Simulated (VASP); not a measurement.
# Ru (P6_3/mmc) in VASP: settings compared

Aim: see how the results for Ru move with the level of theory and the settings. Levels: PBE+D3(BJ), PBE. Tasks: relaxation of cell and atoms, single point.

All numbers are computed with VASP 6.6.1; they aren't measurements. Logs are shortened: lines on timing, memory, paths and dates and some standing lists are left out, and cuts for length are marked.

**1. The cell of the first run**

Symmetry: P6_3/mmc, No. 194, hexagonal system. Conventional cell: a = 2.706 Å, b = 2.706 Å, c = 4.282 Å, α = 90.00°, β = 90.00°, γ = 120.00°. Within 3.5 Å of Ru (site symmetry -6m2) lie 12 Ru at 2.65 to 2.71 Å.

**2. Relaxation of cell and atoms, PBE+D3(BJ)**

File INCAR:

```
ALGO     = Normal         # electronic algorithm
EDIFF    = 1E-7           # SCF threshold, eV
EDIFFG   = -0.005         # ionic threshold
ENCUT    = 600            # plane-wave cutoff, eV
GGA      = PE             # functional
IBRION   = 2              # ionic algorithm
ISIF     = 3              # what is computed and relaxed
ISMEAR   = -1             # smearing method
IVDW     = 12             # dispersion correction
LASPH    = T              # aspherical terms in the spheres
LCHARG   = F              # write CHGCAR
LREAL    = F              # projectors in reciprocal space
LWAVE    = F              # write WAVECAR
NELM     = 100            # most SCF steps
NSW      = 80             # ionic steps
PREC     = Accurate       # precision mode
SIGMA    = 0.05           # smearing width, eV
```

File KPOINTS:

```
k-points
0
Gamma
  11 11 6
```

File POSCAR:

```
Ru
1.0
    2.7058000000      0.0000000000      0.0000000000
   -1.3529000000      2.3432915376      0.0000000000
    0.0000000000      0.0000000000      4.2819000000
Ru
2
Direct
    0.6666666667      0.3333333333      0.7500000000
    0.3333333333      0.6666666667      0.2500000000
```

Potentials or basis: VASP PAW PBE potentials, release 64 (Ru_pv).

The run is started by

```bash
> cat potpaw_PBE.64/Ru_pv/POTCAR > POTCAR
> mpirun -np 1 vasp_std > vasp.out
```

OUTCAR:

```text
EDIFF = 1E-7
   EDIFFG = -0.005
   ENCUT = 600
   GGA = PE
   IBRION = 2
   ISIF = 3
   ISMEAR = -1
   IVDW = 12
   LASPH = T
   LREAL = F
   NELM = 100
   NSW = 80
   PREC = Accurate
 IVDW          = 12

 ion  position               nearest neighbor table
   1  0.667  0.333  0.750-   2 2.65   2 2.65   2 2.65   2 2.65   2 2.65   2 2.65
   2  0.333  0.667  0.250-   1 2.65   1 2.65   1 2.65   1 2.65   1 2.65   1 2.65

  LATTYP: Found a hexagonal cell.
 ALAT       =     2.7058000000
 C/A-ratio  =     1.5824894671

  Lattice vectors:

 A1 = (   2.7058000000,   0.0000000000,   0.0000000000)
 A2 = (  -1.3529000000,   2.3432915376,   0.0000000000)
 A3 = (   0.0000000000,   0.0000000000,   4.2819000000)

Analysis of symmetry for initial positions (statically):
=====================================================================
 Subroutine PRICEL returns:
 Original cell was already a primitive cell.

 Routine SETGRP: Setting up the symmetry group for a
 hexagonal supercell.

 Subroutine GETGRP returns: Found 24 space group operations
 (whereof 12 operations were pure point group operations)
 out of a pool of 24 trial point group operations.

The static configuration has the point symmetry D_3d.
 The point group associated with its full space group is D_6h.

Analysis of symmetry for dynamics (positions and initial velocities):
=====================================================================
 Subroutine PRICEL returns:
 Original cell was already a primitive cell.

 Routine SETGRP: Setting up the symmetry group for a
 hexagonal supercell.

 Subroutine GETGRP returns: Found 24 space group operations
 (whereof 12 operations were pure point group operations)
 out of a pool of 24 trial point group operations.

The dynamic configuration has the point symmetry D_3d.
 The point group associated with its full space group is D_6h.

 Subroutine INISYM returns: Found 24 space group operations
 (whereof 12 operations are pure point group operations),
 and found     1 'primitive' translations

----------------------------------------------------------------------------------------

                                     Primitive cell

  volume of cell :      27.1493

  direct lattice vectors                    reciprocal lattice vectors
     2.705800000  0.000000000  0.000000000     0.369576465  0.213375072  0.000000000
    -1.352900000  2.343291538  0.000000000     0.000000000  0.426750144  0.000000000
     0.000000000  0.000000000  4.281900000     0.000000000  0.000000000  0.233541185

  length of vectors
     2.705800000  2.705800000  4.281900000     0.426750144  0.426750144  0.233541185

  position of ions in fractional coordinates (direct lattice)
     0.666666667  0.333333333  0.750000000
     0.333333333  0.666666667  0.250000000

  ion indices of the primitive-cell ions
   primitive index   ion index
                 1           1
                 2           2

----------------------------------------------------------------------------------------

 KPOINTS: k-points

Automatic generation of k-mesh.
 Grid dimensions read from file:
 generate k-points for:   11   11    6

 Generating k-lattice:

  Cartesian coordinates                     Fractional coordinates (reciprocal lattice)
     0.033597860  0.019397734  0.000000000     0.090909091  0.000000000  0.000000000
     0.000000000  0.038795468  0.000000000     0.000000000  0.090909091  0.000000000
     0.000000000  0.000000000  0.038923531     0.000000000  0.000000000  0.166666667

  Length of vectors
     0.038795468  0.038795468  0.038923531

  Shift w.r.t. Gamma in fractional coordinates (k-lattice)
     0.000000000  0.000000000  0.000000000

 Subroutine IBZKPT returns following result:
 ===========================================

 Found     64 irreducible k-points:

 Following reciprocal coordinates:
            Coordinates               Weight
  0.000000  0.000000  0.000000      1.000000
  0.090909  0.000000  0.000000      6.000000
  0.181818  0.000000  0.000000      6.000000
  0.272727  0.000000  0.000000      6.000000
  0.363636  0.000000  0.000000      6.000000
  0.454545  0.000000  0.000000      6.000000
[... 16 lines left out ...]
  0.090909  0.090909  0.166667     12.000000
  0.181818  0.090909  0.166667     24.000000
 [... further k-points ...]
   k-points           NKPTS =     64   k-points in BZ     NKDIM =     64   number of bands    NBANDS=     18
   number of dos      NEDOS =    301   number of ions     NIONS =      2
   total plane-waves  NPLWV =  20736
   dimension x,y,z NGX =    24 NGY =   24 NGZ =   36
   dimension x,y,z NGXF=    48 NGYF=   48 NGZF=   72
   ions per type =               2
   NGX,Y,Z   is equivalent  to a cutoff of  14.75, 14.75, 13.98 a.u.
   NGXF,Y,Z  is equivalent  to a cutoff of  29.49, 29.49, 27.95 a.u.
 SYSTEM =  unknown system
   PREC   = accura    normal or accurate (medium, high low for compatibility)
   ISTART =      0    job   : 0-new  1-cont  2-samecut
   ICHARG =      2    charge: 1-file 2-atom 10-const
   ISPIN  =      1    spin polarized calculation?
   LNONCOLLINEAR =      F non collinear calculations
   LSORBIT =      F    spin-orbit coupling
   LASPH  =      T    aspherical Exc in radial PAW
   ENCUT  =  600.0 eV  44.10 Ry    6.64 a.u.   5.40  5.40  8.55*2*pi/ulx,y,z
   NELM   =    100;   NELMIN=  2; NELMDL= -5     # of ELM steps
   EDIFF  = 0.1E-06   stopping-criterion for ELM
   LREAL  =      F    real-space projection
   EDIFFG = -.5E-02   stopping-criterion for IOM
   NSW    =     80    number of steps for IOM
   IBRION =      2    ionic relax: 0-MD 1-quasi-New 2-CG
   NFREE  =      1    steps in history (QN), initial steepest desc. (CG)
   ISIF   =      3    stress and relaxation
   ISYM   =      2    0-nonsym 1-usesym 2-fastsym
   POTIM  = 0.5000    time-step for ionic-motion
   TEBEG  =    0.0;   TEEND  =   0.0 temperature during run
   PSTRESS=    0.0 pullay stress
   NELECT =      28.0000    total number of electrons
   NUPDOWN=      -1.0000    fix difference up-down
   EMIN   =  10.00;   EMAX   =-10.00  energy-range for DOS
   EFERMI =   0.00;   METHOD = LEGACY
   ISMEAR =    -1;   SIGMA  =   0.05  broadening in eV -4-tet -1-fermi 0-gaus
   EFERMI_NEDOS =   21; number of points for ismear=-14 and -15
   IALGO  =     38    algorithm
   IMIX   =      4    mixing-type and parameters
     AMIX     =   0.40;   BMIX     =  1.00
     AMIX_MAG =   1.60;   BMIX_MAG =  1.00
  volume/ion in A,a.u.               =      13.57        91.61
  Fermi-wavevector in a.u.,A,eV,Ry     =   1.654022  3.125649 37.222674  2.735789
  Thomas-Fermi vector in A             =   2.742361
   LORBIT       =      0    0 simple, 1 ext, 2 COOP (PROOUT), +10 PAW based schemes
   GGA     = PE    functional components
   LHFCALC =     F    Hartree Fock is set to
   AEXX    =    0.0000 exact exchange contribution
   IVDW    =    12    specifies the selected vdW correction
   LEPSILON=     F    determine dielectric tensor
   LRPA    =     F    only Hartree local field effects (RPA)
 conjugate gradient relaxation of ions
 non-spin polarized calculation
  energy-cutoff  :      600.00
  volume of cell :       27.15
 maximum number of plane-waves:       935
 NGX is ok and might be reduce to    24
   NGX = 11   NGY = 11   NGZ = 17

--------------------------------------- Ionic step        1  -------------------------------------------

 number of electron      28.0000002 magnetization

 Free energy of the ion-electron system (eV)
  ---------------------------------------------------
  ext. energy  EPLUGINS =         0.00000000
  ---------------------------------------------------
  free energy    TOTEN  =       -18.46014202 eV

  energy without entropy =      -18.44332141  energy(sigma->0) =      -18.45173171

------------------------ aborting loop because EDIFF is reached ----------------------------------------

 Edisp (eV)   -1.24839

 E8    (eV) :    -0.5695

  FORCE on cell =-STRESS in cart. coord.  units (eV):
  Direction    XX          YY          ZZ          XY          YZ          ZX
  --------------------------------------------------------------------------------------
  -------------------------------------------------------------------------------------
  Total      -0.54039    -0.54039    -0.55376     0.00000     0.00000     0.00000
  in kB     -31.89028   -31.89028   -32.67966     0.00000     0.00000     0.00000
  external pressure =      -32.15 kB  Pullay stress =        0.00 kB
[... 181 lines left out ...]
  energy  without entropy=      -19.6946492061  energy(sigma->0) =      -19.70294170

--------------------------------------- Ionic step        6  -------------------------------------------

 number of electron      27.9999999 magnetization

 Free energy of the ion-electron system (eV)
  ---------------------------------------------------
  ext. energy  EPLUGINS =         0.00000000
  ---------------------------------------------------
  free energy    TOTEN  =       -18.45010520 eV

  energy without entropy =      -18.43352493  energy(sigma->0) =      -18.44181507

 E-fermi :  12.9542     XC(G=0): -14.1812

 val. band max:       12.9354479392   @ k =   0.2727   0.0000   0.0000
 cond. band min:      12.9699734834   @ k =   0.2727   0.1818   0.1667
 fundamental gap:      0.0345255442
 Fermi energy:        12.9542170658

 k-point     1 :       0.0000    0.0000    0.0000
  band No.  band energies     occupation
      1     -30.6639      2.00000
      2     -29.7004      2.00000
      3     -29.7004      2.00000
      4     -29.5251      2.00000
      5     -29.5251      2.00000
      6     -29.4832      2.00000
[... 10 lines left out ...]
     17      14.2229      0.00000
     18      14.3251      0.00000
[... 466 lines left out ...]
      2     -30.0062      2.00000
      3     -29.9564      2.00000
      4     -29.7956      2.00000
      5     -29.6204      2.00000
      6     -29.5862      2.00000
[... 10 lines left out ...]
     17      14.5505      0.00000
     18      18.7254      0.00000

 [... further k-points ...]

------------------------ aborting loop because EDIFF is reached ----------------------------------------

 Edisp (eV)   -1.26113

 E8    (eV) :    -0.5754

  FORCE on cell =-STRESS in cart. coord.  units (eV):
  Direction    XX          YY          ZZ          XY          YZ          ZX
  --------------------------------------------------------------------------------------
  -------------------------------------------------------------------------------------
  Total      -0.00809    -0.00809     0.00040    -0.00000    -0.00000     0.00000
  in kB      -0.48216    -0.48216     0.02368    -0.00000    -0.00000     0.00000
  external pressure =       -0.31 kB  Pullay stress =        0.00 kB
[... 17 lines left out ...]
  FREE ENERGIE OF THE ION-ELECTRON SYSTEM (eV)
  ---------------------------------------------------
  free  energy   TOTEN  =       -19.7112386588 eV

  energy  without entropy=      -19.6946583899  energy(sigma->0) =      -19.70294852

 reached required accuracy - stopping structural energy minimisation
```

It took 2.4 min on 1 thread of Intel Xeon 8259CL, shared host; peak memory 0.19 GiB.

What came out:

- Free energy: -19.7112 eV
- Relaxed volume: 13.44 Å³/atom
- Relaxed cell: a = 2.697 Å, b = 2.697 Å, c = 4.269 Å, α = 90.00°, β = 90.00°, γ = 120.00°
- Space group after relaxing (to 0.1 Å): P6_3/mmc (No. 194)
- Energy gained by relaxing: 1.4 meV/atom
- Ionic steps: 6
- Pressure after relaxing: 0.0 GPa
- Band gap on the k mesh: zero (bands 14 and 15 overlap by 3.11 eV)
- Dispersion energy per atom: -0.631 eV

The path:
| step | energy change (eV) | largest force (eV/Å) | pressure (GPa) | volume (Å³) |
| --- | --- | --- | --- | --- |
| 1 | 0.0000 | 0.0000 | -3.22 | 27.15 |
| 2 | 0.0231 | 0.0000 | 10.80 | 26.09 |
| 3 | -0.0027 | 0.0000 | -0.04 | 26.89 |
| 4 | -0.0027 | 0.0000 | 0.04 | 26.88 |
| 5 | -0.0027 | 0.0000 | -0.11 | 26.89 |
| 6 | -0.0027 | 0.0000 | -0.03 | 26.89 |

Final structure:
```cif
data_structure
_symmetry_space_group_name_H-M 'P 1'
_symmetry_Int_Tables_number 1
_cell_length_a 2.6969
_cell_length_b 2.6969
_cell_length_c 4.2685
_cell_angle_alpha 90.000
_cell_angle_beta 90.000
_cell_angle_gamma 120.000
_cell_volume 26.89
loop_
_atom_site_label
_atom_site_type_symbol
_atom_site_fract_x
_atom_site_fract_y
_atom_site_fract_z
_atom_site_occupancy
Ru1 Ru 0.66667 0.33333 0.75000 1
Ru2 Ru 0.33333 0.66667 0.25000 1
```

Levels at points of the mesh, in eV from the Fermi level:
| k point | band 10 | band 11 | band 12 | band 13 | band 14 | band 15 | band 16 | band 17 | band 18 |
| --- | --- | --- | --- | --- | --- | --- | --- | --- | --- |
| (0.00, 0.00, 0.00) | -2.57 | -2.39 | -1.87 | -1.87 | -1.34 | -1.34 | 1.27 | 1.27 | 1.37 |
| (0.00, 0.00, 0.50) | -2.73 | -2.73 | -2.73 | -2.68 | -2.68 | 0.62 | 0.62 | 0.62 | 0.62 |

**3. Single point, PBE**

This run uses another cell than the first one, of 13.77 Å³/atom.

File INCAR:

```
SYSTEM = Ru
PREC = Accurate ; ENCUT = 520
EDIFF = 1E-7 ; ISMEAR = -1
SIGMA = 0.05 ; LREAL = .False.
LASPH = .True. ; NELM = 100
ALGO = Normal ; ISIF = 2
LWAVE = .False. ; LCHARG = .True.
GGA = PE ; LELF = .True.
LVHAR = .True. ; NBANDS = 21
```

File KPOINTS:

```
regular mesh
0
Gamma
  11 11 6
  0 0 0
```

File POSCAR:

```
Ru
1.0
    2.7195201284      0.0000000000      0.0000000000
   -1.3597600642      2.3551735173      0.0000000000
    0.0000000000      0.0000000000      4.2997513983
Ru
2
Direct
    0.6666666667      0.3333333333      0.7500000000
    0.3333333333      0.6666666667      0.2500000000
```

Potentials or basis: VASP PAW PBE potentials, release 64 (Ru_pv).

The run is started by

```bash
> cat potpaw_PBE.64/Ru_pv/POTCAR > POTCAR
> mpirun -np 1 vasp_std > vasp.out
```

It took 35 s on 1 thread of Intel Xeon 8259CL, shared host; peak memory 0.16 GiB.

It converged, with:

```
Free energy            : -18.4654 eV
Pressure               : -0.1 GPa
Band gap on the k mesh : zero (bands 14 and 15 overlap by 3.00 eV)
```

Levels at points of the mesh, in eV from the Fermi level:
```tsv
k point	band 12	band 13	band 14	band 15	band 16	band 17
(0.00, 0.00, 0.00)	-1.81	-1.81	-1.30	-1.30	1.22	1.22
(0.00, 0.00, 0.50)	-2.64	-2.59	-2.59	0.60	0.60	0.60
```

**4. Single point, PBE, non-collinear spin, zero start, spin-orbit coupling**

File INCAR:

```
SYSTEM = Ru
ALGO     = Normal         ! electronic algorithm
EDIFF    = 1E-6           ! SCF threshold, eV
ENCUT    = 520            ! plane-wave cutoff, eV
GGA      = PE             ! functional
GGA_COMPAT= .False.      
ISIF     = 2              ! what is computed and relaxed
ISMEAR   = -1             ! smearing method
LASPH    = .True.         ! aspherical terms in the spheres
LCHARG   = .False.        ! write CHGCAR
LMAXMIX  = 4              ! l up to which the mixer works
LORBIT   = 11             ! projections on sites
LORBMOM  = .True.       
LREAL    = .False.        ! projectors in reciprocal space
LSORBIT  = .True.         ! spin-orbit coupling
LWAVE    = .False.        ! write WAVECAR
MAGMOM   = 0 0 0 0 0 0    ! initial moments
NBANDS   = 40             ! bands
NELM     = 150            ! most SCF steps
PREC     = Accurate       ! precision mode
SIGMA    = 0.05           ! smearing width, eV
```

File KPOINTS:

```
k-points
0
Gamma
  8 8 5
  0 0 0
```

File POSCAR:

```
Ru
1.0
    2.7058000000      0.0000000000      0.0000000000
   -1.3529000000      2.3432915376      0.0000000000
    0.0000000000      0.0000000000      4.2819000000
Ru
2
Direct
    0.6666666667      0.3333333333      0.7500000000
    0.3333333333      0.6666666667      0.2500000000
```

The run is started by

```bash
> cat potpaw_PBE.64/Ru_pv/POTCAR > POTCAR
> mpirun -np 1 vasp_ncl > vasp.out
```

It took 74 s on 1 thread of Intel Xeon 8259CL, shared host; peak memory 0.21 GiB.

Results (log left out):

- Free energy: -18.7718 eV
- Pressure: 4.2 GPa
- Net moment: 0.00 μB per cell
- Valence electrons inside the program's atomic spheres: Ru 12.67

Stress tensor (GPa, compression positive):
```
4.47 0.00 0.00
0.00 4.47 0.00
0.00 0.00 3.72
```

Moments on the atoms (μB; x, y, z):
```
Ru  0.00 0.00 0.00
Ru  0.00 0.00 0.00
```

Caveat: the cell stands under pressure.

**5. The runs side by side**

```csv
task,level,spin,cell,k mesh,cutoff (eV),gap on the mesh (eV),pressure (GPa)
relaxation of cell and atoms,PBE+D3(BJ),off,"relaxed from a = 2.706, b = 2.706, c = 4.282 Å, angles 90.0, 90.0, 120.0°, 2 atoms",11 × 11 × 6,600,none,0.0
single point,PBE,off,"a = 2.720, b = 2.720, c = 4.300 Å, angles 90.0, 90.0, 120.0°, 2 atoms",11 × 11 × 6,520,none,-0.1
single point,PBE,"non-collinear, zero start, SOC","a = 2.706, b = 2.706, c = 4.282 Å, angles 90.0, 90.0, 120.0°, 2 atoms",8 × 8 × 5,520,-,4.2
```

Alike in all rows: potentials or basis VASP PAW PBE potentials, release 64 (Ru_pv); smearing fermi-dirac 0.05 eV.

Caveats: the cell stands under pressure (at least some runs).

Absolute energies hang on the potentials; compare differences alone.
